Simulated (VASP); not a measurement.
# C (P2_1) in VASP: single point with r2SCAN

Aim: the single point of C with r2SCAN.

All numbers are computed with VASP 6.6.1; they aren't measurements. Logs are shortened: lines on timing, memory, paths and dates and some standing lists are left out, and cuts for length are marked.

## 1. The cell of the first run

It takes space group P2_1 (No. 4, monoclinic). The conventional cell has a = 2.510 Å, b = 8.280 Å, c = 2.510 Å, α = 90.00°, β = 120.00°, γ = 90.00°. C (site symmetry 1) has 4 C at 1.53 to 1.55 Å within 2.0 Å. Within 2.0 Å of C (site symmetry 1) lie 4 C at 1.53 to 1.55 Å. Within 2.0 Å of C (site symmetry 1) lie 4 C at 1.53 to 1.57 Å. Within 2.0 Å of C (site symmetry 1) lie 4 C at 1.53 to 1.57 Å.

## 2. Single point, r2SCAN (atoms displaced along a vibrational mode)

POSCAR reads:

```
C
1.0
    2.5098396852      0.0000000000      0.0000000000
   -1.2549198426      2.1735849268      0.0000000000
    0.0000000000      0.0000000000      8.2803246248
C
8
Direct
   -0.0333294715     -0.0243988666      0.0929334757
    0.0333294715      0.0243988666      0.5929334757
    0.0333294715      0.0243988666      0.4070665243
   -0.0333294715     -0.0243988666      0.9070665243
    0.3061232692      0.6467475173      0.1554962089
    0.6938767308      0.3532524827      0.6554962089
    0.3605433975      0.6865858161      0.3445037911
    0.6394566025      0.3134141839      0.8445037911
```

INCAR.step1 reads:

```
SYSTEM = C
PREC = Accurate
ENCUT = 520
ISMEAR = 0
SIGMA = 0.05
LREAL = .False.
LASPH = .True.
NELM = 60
NBANDS = 26
GGA = PE
ALGO = Normal
EDIFF = 1E-4
LWAVE = .True.
LCHARG = .False.
```

INCAR.step2 reads:

```
SYSTEM = C
PREC = Accurate
ENCUT = 520
EDIFF = 1E-6
ISMEAR = 0
SIGMA = 0.05
LREAL = .False.
LASPH = .True.
NELM = 60
ALGO = Normal
ISIF = 2
LWAVE = .False.
LCHARG = .True.
METAGGA = R2SCAN
LMIXTAU = .True.
LELF = .True.
LVHAR = .True.
NBANDS = 26
ISTART = 1
```

KPOINTS reads:

```
regular mesh
0
Gamma
  12 12 4
  0 0 0
```

Potentials or basis: VASP PAW PBE potentials, release 64 (C).

Run with:

```sh
cat potpaw_PBE.64/C/POTCAR > POTCAR
cp INCAR.step1 INCAR
mpirun -np 1 vasp_std > vasp.out
cp INCAR.step2 INCAR
mpirun -np 1 vasp_std > vasp.out
```

OUTCAR:

```text
SYSTEM = C
   PREC = Accurate
   ENCUT = 520
   EDIFF = 1E-6
   ISMEAR = 0
   LREAL = .False.
   LASPH = .True.
   NELM = 60
   ISIF = 2
   METAGGA = R2SCAN
   ISTART = 1

 ion  position               nearest neighbor table
   1  0.967  0.976  0.093-   5 1.53   4 1.54   5 1.54   5 1.55
   2  0.033  0.024  0.593-   6 1.53   3 1.54   6 1.54   6 1.55
   3  0.033  0.024  0.407-   7 1.53   7 1.54   2 1.54   7 1.55
   4  0.967  0.976  0.907-   8 1.53   8 1.54   1 1.54   8 1.55
   5  0.306  0.647  0.155-   1 1.53   1 1.54   1 1.55   7 1.57
   6  0.694  0.353  0.655-   2 1.53   2 1.54   2 1.55   8 1.57
   7  0.361  0.687  0.345-   3 1.53   3 1.54   3 1.55   5 1.57
   8  0.639  0.313  0.845-   4 1.53   4 1.54   4 1.55   6 1.57

  LATTYP: Found a hexagonal cell.
 ALAT       =     2.5098396852
 C/A-ratio  =     3.2991448313

  Lattice vectors:

 A1 = (   2.5098396852,   0.0000000000,   0.0000000000)
 A2 = (  -1.2549198426,   2.1735849268,   0.0000000000)
 A3 = (   0.0000000000,   0.0000000000,   8.2803246248)

Analysis of symmetry for initial positions (statically):
=====================================================================
 Subroutine PRICEL returns:
 Original cell was already a primitive cell.

 Routine SETGRP: Setting up the symmetry group for a
 hexagonal supercell.

 Subroutine GETGRP returns: Found  2 space group operations
 (whereof  1 operations were pure point group operations)
 out of a pool of 24 trial point group operations.

The static configuration has the point symmetry C_1 .
 The point group associated with its full space group is C_2 .

Analysis of symmetry for dynamics (positions and initial velocities):
=====================================================================
 Subroutine PRICEL returns:
 Original cell was already a primitive cell.

 Routine SETGRP: Setting up the symmetry group for a
 hexagonal supercell.

 Subroutine GETGRP returns: Found  2 space group operations
 (whereof  1 operations were pure point group operations)
 out of a pool of 24 trial point group operations.

The dynamic configuration has the point symmetry C_1 .
 The point group associated with its full space group is C_2 .

 Subroutine INISYM returns: Found  2 space group operations
 (whereof  1 operations are pure point group operations),
 and found     1 'primitive' translations

----------------------------------------------------------------------------------------
[... 110 lines left out ...]
   NFREE  =      0    steps in history (QN), initial steepest desc. (CG)
   ISIF   =      2    stress and relaxation
   ISYM   =      2    0-nonsym 1-usesym 2-fastsym
   POTIM  = 0.5000    time-step for ionic-motion
   TEBEG  =    0.0;   TEEND  =   0.0 temperature during run
   PSTRESS=    0.0 pullay stress
   NELECT =      32.0000    total number of electrons
   NUPDOWN=      -1.0000    fix difference up-down
   EMIN   =  10.00;   EMAX   =-10.00  energy-range for DOS
   EFERMI =   0.00;   METHOD = LEGACY
   ISMEAR =     0;   SIGMA  =   0.05  broadening in eV -4-tet -1-fermi 0-gaus
   EFERMI_NEDOS =   21; number of points for ismear=-14 and -15
   IALGO  =     38    algorithm
   IMIX   =      4    mixing-type and parameters
     AMIX     =   0.40;   BMIX     =  1.00
     AMIX_MAG =   1.60;   BMIX_MAG =  1.00
  volume/ion in A,a.u.               =       5.65        38.10
  Fermi-wavevector in a.u.,A,eV,Ry     =   1.459379  2.757827 28.977523  2.129788
  Thomas-Fermi vector in A             =   2.575953
   LORBIT       =      0    0 simple, 1 ext, 2 COOP (PROOUT), +10 PAW based schemes
   METAGGA = R2SCAN    functional components
   LHFCALC =     F    Hartree Fock is set to
   AEXX    =    0.0000 exact exchange contribution
   IVDW    =     0    specifies the selected vdW correction
   LEPSILON=     F    determine dielectric tensor
   LRPA    =     F    only Hartree local field effects (RPA)
 non-spin polarized calculation
 Gauss-broadening in eV      SIGMA  =   0.05
  energy-cutoff  :      520.00
  volume of cell :       45.17
 maximum number of plane-waves:      1236
   NGX =  9   NGY =  9   NGZ = 31

 number of electron      31.9999998 magnetization

 Free energy of the ion-electron system (eV)
  ---------------------------------------------------
  ext. energy  EPLUGINS =         0.00000000
  ---------------------------------------------------
  free energy    TOTEN  =       -78.41285786 eV

  energy without entropy =      -78.41285786  energy(sigma->0) =      -78.41285786

 E-fermi :  10.2188     XC(G=0): -14.2821

 val. band max:        9.9073664981   @ k =   0.0000   0.0000   0.0000
 cond. band min:      14.6713803145   @ k =   0.4167  -0.0000   0.0000
 fundamental gap:      4.7640138164
 Fermi energy:        10.2187901220

 k-point     1 :       0.0000    0.0000    0.0000
  band No.  band energies     occupation
      1     -12.9922      2.00000
      2     -11.2788      2.00000
      3     -11.1570      2.00000
      4      -7.1358      2.00000
      5      -4.3096      2.00000
      6       2.6077      2.00000
[... 685 lines left out ...]
     25      20.3942      0.00000
     26      21.3643      0.00000

 [... further k-points ...]

------------------------ aborting loop because EDIFF is reached ----------------------------------------

  FORCE on cell =-STRESS in cart. coord.  units (eV):
  Direction    XX          YY          ZZ          XY          YZ          ZX
  --------------------------------------------------------------------------------------
  -------------------------------------------------------------------------------------
  Total        0.2987624      0.2994924      0.3924954     -0.1098350      0.0000000      0.0000000
  in kB       10.5966001     10.6224937     13.9211519     -3.8956617      0.0000000      0.0000000
  external PRESSURE =      11.7134153 kB  Pullay stress =       0.0000000 kB

 VOLUME and BASIS-vectors are now :
 -----------------------------------------------------------------------------
  energy-cutoff  :      520.00
  volume of cell :       45.17
      direct lattice vectors                 reciprocal lattice vectors
     2.509839685  0.000000000  0.000000000     0.398431823  0.230034720  0.000000000
    -1.254919843  2.173584927  0.000000000     0.000000000  0.460069440  0.000000000
     0.000000000  0.000000000  8.280324625     0.000000000  0.000000000  0.120768212

 POSITION                                       TOTAL-FORCE (eV/Angst)
 -----------------------------------------------------------------------------------
      1.20189      2.12055      0.76952         0.397308      0.379717      0.000101
      0.05303      0.05303      4.90968        -0.397308     -0.379717      0.000101
      0.05303      0.05303      3.37064        -0.361926     -0.379661     -0.000830
      1.20189      2.12055      7.51081         0.361926      0.379661     -0.000830
     -0.04330      1.40576      1.28756         0.277383      0.301110      0.018536
      1.29822      0.76782      5.42772        -0.277383     -0.301110      0.018536
      0.04330      1.49235      2.85260        -0.324997     -0.301146     -0.017808
      1.21162      0.68123      6.99277         0.324997      0.301146     -0.017808
 -----------------------------------------------------------------------------------
    total drift:                               -0.000000     -0.000000     -0.000065

  FREE ENERGIE OF THE ION-ELECTRON SYSTEM (eV)
  ---------------------------------------------------
  free  energy   TOTEN  =       -78.4128578566 eV

  energy  without entropy=      -78.4128578566  energy(sigma->0) =      -78.41285786
```

OSZICAR.step1:

```text
N       E                     dE             d eps       ncg     rms          rms(c)
DAV:   1     0.632693931918E+02    0.63269E+02   -0.16562E+04 11544   0.119E+03
DAV:   2    -0.700695190942E+02   -0.13334E+03   -0.12541E+03 15276   0.229E+02
DAV:   3    -0.750747886950E+02   -0.50053E+01   -0.49670E+01 15716   0.390E+01
DAV:   4    -0.751211609692E+02   -0.46372E-01   -0.46291E-01 14784   0.412E+00
DAV:   5    -0.751220037430E+02   -0.84277E-03   -0.84195E-03 15480   0.499E-01    0.112E+01
DAV:   6    -0.731814507229E+02    0.19406E+01   -0.12549E+00 13272   0.604E+00    0.665E+00
DAV:   7    -0.725315128711E+02    0.64994E+00   -0.15237E+00 13764   0.686E+00    0.143E+00
DAV:   8    -0.725350122607E+02   -0.34994E-02   -0.36124E-02 14892   0.104E+00    0.114E-01
DAV:   9    -0.725351695864E+02   -0.15733E-03   -0.74874E-04 14990   0.179E-01    0.336E-02
DAV:  10    -0.725352266204E+02   -0.57034E-04   -0.61178E-05 10166   0.532E-02
   1 F= -.72535227E+02 E0= -.72535227E+02  d E =-.528964E-12
```

It took 8.5 min on 1 thread of Intel Xeon Platinum 8559C (Emerald Rapids), shared host; peak memory 0.28 GiB.

What came out:

```
Free energy            : -78.4129 eV
Pressure               : 1.2 GPa
Largest force          : 0.550 eV/Å
Band gap on the k mesh : 4.76 eV (least direct gap 5.56 eV)
```

Forces in eV/Å, atoms in the order of the input:
```
C    0.397  0.380  0.000
C   -0.397 -0.380  0.000
C   -0.362 -0.380 -0.001
C    0.362  0.380 -0.001
C    0.277  0.301  0.019
C   -0.277 -0.301  0.019
C   -0.325 -0.301 -0.018
C    0.325  0.301 -0.018
```

Stress tensor (GPa, compression positive):
```
 1.06 -0.39  0.00
-0.39  1.06  0.00
 0.00  0.00  1.39
```

Levels at points of the mesh, in eV from the valence-band top:
```csv
k point,band 13,band 14,band 15,band 16,band 17,band 18,band 19,band 20
"(0.00, 0.00, 0.00)",-1.70,-0.16,-0.04,0.00,5.56,5.57,5.71,7.48
"(0.50, 0.00, 0.00)",-5.20,-4.90,-3.85,-3.16,4.85,5.65,6.33,6.50
"(0.00, 0.50, 0.00)",-5.20,-4.94,-3.84,-3.18,4.89,5.74,6.35,6.43
"(0.50, 0.50, 0.00)",-5.20,-4.98,-3.83,-3.19,4.92,5.85,6.30,6.40
"(0.00, 0.00, 0.50)",-0.70,-0.70,-0.68,-0.68,6.37,6.37,6.38,6.38
"(0.50, 0.00, 0.50)",-4.96,-4.96,-3.90,-3.90,5.20,5.20,7.13,7.13
"(0.00, 0.50, 0.50)",-4.98,-4.98,-3.89,-3.89,5.24,5.24,7.24,7.24
"(0.50, 0.50, 0.50)",-5.01,-5.01,-3.89,-3.89,5.27,5.27,7.36,7.36
```

Caveat: the cell differs from its parent crystal (atoms displaced along a vibrational mode); the PAW data sets were made with another functional, which shifts forces and pressure a little.
